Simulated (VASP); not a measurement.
# PtSe2 (R-3m) in VASP: settings compared, part 2 of 2

VASP 6.6.1.

**3. Single point, r2SCAN (strain +2.6%)**

POSCAR reads:

```
PtSe2
1.0
    1.8936899371      1.0933223949      5.9104908650
   -1.8936899371      1.0933223949      5.9104908650
    0.0000000000     -2.1866447899      5.9104908650
Pt Se
1 2
Direct
    0.0000000000      0.0000000000      0.0000000000
    0.2612829643      0.2612829643      0.2612829643
    0.7387170357      0.7387170357      0.7387170357
```

INCAR.step1 reads:

```
SYSTEM = PtSe2
  PREC = Accurate
  ENCUT = 520
  ISMEAR = 0
  SIGMA = 0.01
  LREAL = .False.
  LASPH = .True.
  NELM = 80
  NBANDS = 18
  GGA = PE
  ALGO = Normal
  EDIFF = 1E-4
  LWAVE = .True.
  LCHARG = .False.
```

INCAR.step2 reads:

```
SYSTEM = PtSe2
  PREC = Accurate
  ENCUT = 520
  EDIFF = 1E-6
  ISMEAR = 0
  SIGMA = 0.01
  LREAL = .False.
  LASPH = .True.
  NELM = 80
  ALGO = Normal
  ISIF = 2
  LWAVE = .False.
  LCHARG = .False.
  METAGGA = R2SCAN
  LMIXTAU = .True.
  NBANDS = 18
  ISTART = 1
```

KPOINTS reads:

```
Automatic mesh
0
Gamma
  8 8 8
  0 0 0
```

Potentials or basis: VASP PAW PBE potentials, release 64 (Pt, Se).

Command:

```sh
cat potpaw_PBE.64/Pt/POTCAR potpaw_PBE.64/Se/POTCAR > POTCAR
cp INCAR.step1 INCAR
mpirun -np 1 vasp_std > vasp.out
cp INCAR.step2 INCAR
mpirun -np 1 vasp_std > vasp.out
```

OUTCAR:

```text
SYSTEM = PtSe2
   PREC = Accurate
   ENCUT = 520
   EDIFF = 1E-6
   ISMEAR = 0
   LREAL = .False.
   LASPH = .True.
   NELM = 80
   ISIF = 2
   METAGGA = R2SCAN
   ISTART = 1

 ion  position               nearest neighbor table
   1  0.000  0.000  0.000-   3 2.53   2 2.53   3 2.53   3 2.53   2 2.53   2 2.53
   2  0.261  0.261  0.261-   1 2.53   1 2.53   1 2.53
   3  0.739  0.739  0.739-   1 2.53   1 2.53   1 2.53

  LATTYP: Found a trigonal (rhomboedric) cell.
 ALAT       =     6.3020090211
 COS(alpha) =     0.8194116635

  Lattice vectors:

 A1 = (   1.8936899371,   1.0933223949,   5.9104908650)
 A2 = (  -1.8936899371,   1.0933223949,   5.9104908650)
 A3 = (   0.0000000000,  -2.1866447899,   5.9104908650)

Analysis of symmetry for initial positions (statically):
=====================================================================
 Subroutine PRICEL returns:
 Original cell was already a primitive cell.

 Routine SETGRP: Setting up the symmetry group for a
 trigonal (rhombohedral) supercell.

 Subroutine GETGRP returns: Found 12 space group operations
 (whereof 12 operations were pure point group operations)
 out of a pool of 12 trial point group operations.

The static configuration has the point symmetry D_3d.

Analysis of symmetry for dynamics (positions and initial velocities):
=====================================================================
 Subroutine PRICEL returns:
 Original cell was already a primitive cell.

 Routine SETGRP: Setting up the symmetry group for a
 trigonal (rhombohedral) supercell.

 Subroutine GETGRP returns: Found 12 space group operations
 (whereof 12 operations were pure point group operations)
 out of a pool of 12 trial point group operations.

The dynamic configuration has the point symmetry D_3d.

 Subroutine INISYM returns: Found 12 space group operations
 (whereof 12 operations are pure point group operations),
 and found     1 'primitive' translations

----------------------------------------------------------------------------------------

                                     Primitive cell

  volume of cell :      73.4230

  direct lattice vectors                    reciprocal lattice vectors
     1.893689937  1.093322395  5.910490865     0.264034777  0.152440550  0.056396895
    -1.893689937  1.093322395  5.910490865    -0.264034777  0.152440550  0.056396895
     0.000000000 -2.186644790  5.910490865     0.000000000 -0.304881099  0.056396895

  length of vectors
     6.302009021  6.302009021  6.302009021     0.310053373  0.310053373  0.310053373

  position of ions in fractional coordinates (direct lattice)
     0.000000000  0.000000000  0.000000000
     0.261282964  0.261282964  0.261282964
     0.738717036  0.738717036  0.738717036

  ion indices of the primitive-cell ions
   primitive index   ion index
                 1           1
                 2           2
                 3           3

----------------------------------------------------------------------------------------

 KPOINTS: Automatic mesh

Automatic generation of k-mesh.
 Grid dimensions read from file:
 generate k-points for:    8    8    8

 Generating k-lattice:

  Cartesian coordinates                     Fractional coordinates (reciprocal lattice)
     0.033004347  0.019055069  0.007049612     0.125000000  0.000000000  0.000000000
    -0.033004347  0.019055069  0.007049612     0.000000000  0.125000000  0.000000000
     0.000000000 -0.038110137  0.007049612     0.000000000  0.000000000  0.125000000

  Length of vectors
     0.038756672  0.038756672  0.038756672

  Shift w.r.t. Gamma in fractional coordinates (k-lattice)
     0.000000000  0.000000000  0.000000000

 Subroutine IBZKPT returns following result:
 ===========================================

 Found     65 irreducible k-points:

 Following reciprocal coordinates:
            Coordinates               Weight
  0.000000  0.000000  0.000000      1.000000
  0.125000  0.000000  0.000000      6.000000
  0.250000  0.000000  0.000000      6.000000
  0.375000 -0.000000 -0.000000      6.000000
  0.500000  0.000000  0.000000      3.000000
  0.125000  0.125000  0.000000      6.000000
[... 16 lines left out ...]
  0.250000  0.125000  0.125000      6.000000
  0.375000  0.125000  0.125000      6.000000
 [... further k-points ...]
   k-points           NKPTS =     65   k-points in BZ     NKDIM =     65   number of bands    NBANDS=     18
   number of dos      NEDOS =    301   number of ions     NIONS =      3
   total plane-waves  NPLWV = 110592
   dimension x,y,z NGX =    48 NGY =   48 NGZ =   48
   dimension x,y,z NGXF=    96 NGYF=   96 NGZF=   96
   ions per type =               1   2
   NGX,Y,Z   is equivalent  to a cutoff of  12.66, 12.66, 12.66 a.u.
   NGXF,Y,Z  is equivalent  to a cutoff of  25.32, 25.32, 25.32 a.u.
 SYSTEM =  PtSe2
   PREC   = accura    normal or accurate (medium, high low for compatibility)
   ISTART =      1    job   : 0-new  1-cont  2-samecut
   ICHARG =      0    charge: 1-file 2-atom 10-const
   ISPIN  =      1    spin polarized calculation?
   LNONCOLLINEAR =      F non collinear calculations
   LSORBIT =      F    spin-orbit coupling
   LASPH  =      T    aspherical Exc in radial PAW
   ENCUT  =  520.0 eV  38.22 Ry    6.18 a.u.  11.72 11.72 11.72*2*pi/ulx,y,z
   NELM   =     80;   NELMIN=  2; NELMDL=  0     # of ELM steps
   EDIFF  = 0.1E-05   stopping-criterion for ELM
   LREAL  =      F    real-space projection
   EDIFFG = 0.1E-04   stopping-criterion for IOM
   NSW    =      0    number of steps for IOM
   IBRION =     -1    ionic relax: 0-MD 1-quasi-New 2-CG
   NFREE  =      0    steps in history (QN), initial steepest desc. (CG)
   ISIF   =      2    stress and relaxation
   ISYM   =      2    0-nonsym 1-usesym 2-fastsym
   POTIM  = 0.5000    time-step for ionic-motion
   TEBEG  =    0.0;   TEEND  =   0.0 temperature during run
   PSTRESS=    0.0 pullay stress
   NELECT =      22.0000    total number of electrons
   NUPDOWN=      -1.0000    fix difference up-down
   EMIN   =  10.00;   EMAX   =-10.00  energy-range for DOS
   EFERMI =   0.00;   METHOD = LEGACY
   ISMEAR =     0;   SIGMA  =   0.01  broadening in eV -4-tet -1-fermi 0-gaus
   EFERMI_NEDOS =   21; number of points for ismear=-14 and -15
   IALGO  =     38    algorithm
   IMIX   =      4    mixing-type and parameters
     AMIX     =   0.40;   BMIX     =  1.00
     AMIX_MAG =   1.60;   BMIX_MAG =  1.00
  volume/ion in A,a.u.               =      24.47       165.16
  Fermi-wavevector in a.u.,A,eV,Ry     =   1.095482  2.070160 16.328079  1.200080
  Thomas-Fermi vector in A             =   2.231806
   LORBIT       =      0    0 simple, 1 ext, 2 COOP (PROOUT), +10 PAW based schemes
   METAGGA = R2SCAN    functional components
   LHFCALC =     F    Hartree Fock is set to
   AEXX    =    0.0000 exact exchange contribution
   IVDW    =     0    specifies the selected vdW correction
   LEPSILON=     F    determine dielectric tensor
   LRPA    =     F    only Hartree local field effects (RPA)
 non-spin polarized calculation
 Gauss-broadening in eV      SIGMA  =   0.01
  energy-cutoff  :      520.00
  volume of cell :       73.42
 maximum number of plane-waves:      1992
   NGX = 23   NGY = 23   NGZ = 23

 number of electron      21.9999999 magnetization

 Free energy of the ion-electron system (eV)
  ---------------------------------------------------
  ext. energy  EPLUGINS =         0.00000000
  ---------------------------------------------------
  free energy    TOTEN  =       -81.46209154 eV

  energy without entropy =      -81.46209154  energy(sigma->0) =      -81.46209154

 E-fermi :   3.8334     XC(G=0): -10.0650

 val. band max:        3.7492112034   @ k =   0.1250   0.0000   0.0000
 cond. band min:       4.3547753310   @ k =   0.5000   0.2500   0.2500
 fundamental gap:      0.6055641276
 Fermi energy:         3.8333789927

 k-point     1 :       0.0000    0.0000    0.0000
  band No.  band energies     occupation
      1     -11.3476      2.00000
      2      -9.2293      2.00000
      3      -2.2708      2.00000
      4      -2.1007      2.00000
      5      -2.1007      2.00000
      6       0.2496      2.00000
[... 10 lines left out ...]
     17      11.6483      0.00000
     18      14.1720      0.00000
[... 463 lines left out ...]
 k-point    24 :       0.3750    0.1250    0.1250
  band No.  band energies     occupation
      1     -10.6995      2.00000
      2      -9.4240      2.00000
      3      -2.1406      2.00000
      4      -1.7462      2.00000
      5      -1.3422      2.00000
      6      -0.7679      2.00000
[... 10 lines left out ...]
     17      13.0192      0.00000
     18      13.6231      0.00000

 [... further k-points ...]
[... 5 lines left out ...]
  --------------------------------------------------------------------------------------
  -------------------------------------------------------------------------------------
  Total       -1.6457341     -1.6457341     -0.0400545      0.0000000      0.0000000      0.0000000
  in kB      -35.9118955    -35.9118955     -0.8740376      0.0000000      0.0000000      0.0000000
  external PRESSURE =     -24.2326095 kB  Pullay stress =       0.0000000 kB

 VOLUME and BASIS-vectors are now :
 -----------------------------------------------------------------------------
  energy-cutoff  :      520.00
  volume of cell :       73.42
      direct lattice vectors                 reciprocal lattice vectors
     1.893689937  1.093322395  5.910490865     0.264034777  0.152440550  0.056396895
    -1.893689937  1.093322395  5.910490865    -0.264034777  0.152440550  0.056396895
     0.000000000 -2.186644790  5.910490865     0.000000000 -0.304881099  0.056396895

 POSITION                                       TOTAL-FORCE (eV/Angst)
 -----------------------------------------------------------------------------------
      0.00000      0.00000      0.00000         0.000000      0.000000      0.000000
      0.00000     -0.00000      4.63293        -0.000000     -0.000000      0.015045
      0.00000     -0.00000     13.09854        -0.000000      0.000000     -0.015045
 -----------------------------------------------------------------------------------
    total drift:                               -0.000000     -0.000000      0.000000

  FREE ENERGIE OF THE ION-ELECTRON SYSTEM (eV)
  ---------------------------------------------------
  free  energy   TOTEN  =       -81.4620915413 eV

  energy  without entropy=      -81.4620915413  energy(sigma->0) =      -81.46209154
```

Run time: 5.7 min. Hardware: 1 thread of Intel Xeon Platinum 8488C (Sapphire Rapids), shared host; peak memory 0.41 GiB.

Results:

```yaml
Free_energy: -81.4621 eV
Pressure: -2.4 GPa
Largest_force: 0.015 eV/Å
Band_gap_on_the_k_mesh: 0.61 eV, indirect (least direct gap 1.03 eV)
```

Forces on the atoms (eV/Å):
```
Pt   0.000  0.000  0.000
Se   0.000  0.000  0.015
Se   0.000  0.000 -0.015
```

Stress tensor (GPa, compression positive):
```
-3.59  0.00  0.00
 0.00 -3.59  0.00
 0.00  0.00 -0.09
```

Caveat: the cell differs from its parent crystal (strain +2.6%); the PAW data sets were made with another functional, which shifts forces and pressure a little; spin-orbit coupling is left out, which moves the levels of the heavy elements. A k mesh can miss the band edges.
